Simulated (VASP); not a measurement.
# Cd2TeSe5: single point with PBE

The system is Cd2TeSe5.

```xyz
8
Lattice="0.0000 5.9185 5.9185 5.9185 0.0000 5.9185 5.9185 5.9185 0.0000" Properties=species:S:1:pos:R:3 pbc="T T T"
Cd    2.9593    2.9593    2.9593
Cd    8.8778    8.8778    8.8778
Te    5.9185    5.9185    5.9185
Se    7.3743    7.3743    7.3743
Se    4.4627    4.4627    7.3743
Se    4.4627    7.3743    4.4627
Se    7.3743    4.4627    4.4627
Se    0.0000    0.0000    0.0000
```

The cell was built from a structure type or drawn by symmetry, and may not be a known phase.

| Item | Value |
| --- | --- |
| Program | VASP 6.6.1 |
| Task | single point |
| Functional | PBE |
| Potentials or basis | VASP PAW PBE potentials, release 64 (Cd, Te, Se) |
| Cutoff | 500 eV |
| k mesh | 2 × 2 × 2 |
| Occupations | gaussian, width 0.15 eV |
| Spin | no spin polarisation |
| Dipole correction | no |
| Further INCAR settings | ALGO = Normal; EDIFF = 1e-06; NBANDS = 40 |

```
Pressure               : 0.6 GPa
Largest force          : 0.023 eV/Å
Band gap on the k mesh : zero (filled and empty bands touch)
```

Forces on the atoms (eV/Å):
```
Cd   0.000  0.000  0.000
Cd   0.000  0.000  0.000
Te   0.000  0.000  0.000
Se  -0.013 -0.013 -0.013
Se   0.013  0.013 -0.013
Se   0.013 -0.013  0.013
Se  -0.013  0.013  0.013
Se   0.000  0.000  0.000
```

Levels at points of the mesh, in eV from the Fermi level:
```
           k point  band 30  band 31  band 32  band 33  band 34  band 35
(0.00, 0.00, 0.00)    -0.01    -0.01    -0.01     2.00     2.00     2.00
(0.50, 0.00, 0.00)    -0.02    -0.01    -0.01     2.20     2.65     2.65
(0.50, 0.50, 0.00)    -0.06     0.01     0.66     1.02     3.20     3.20
```

Run time: 78 s on 1 thread of Intel(R) Xeon(R) Platinum 8488C (Sapphire Rapids), on a shared host, peak memory 0.59 GiB.

Caveat: the k points lie up to 0.46 Å⁻¹ apart; semilocal functionals underestimate gaps, so a narrow gap can read as zero; spin-orbit coupling is left out, which moves the levels of the heavy elements.
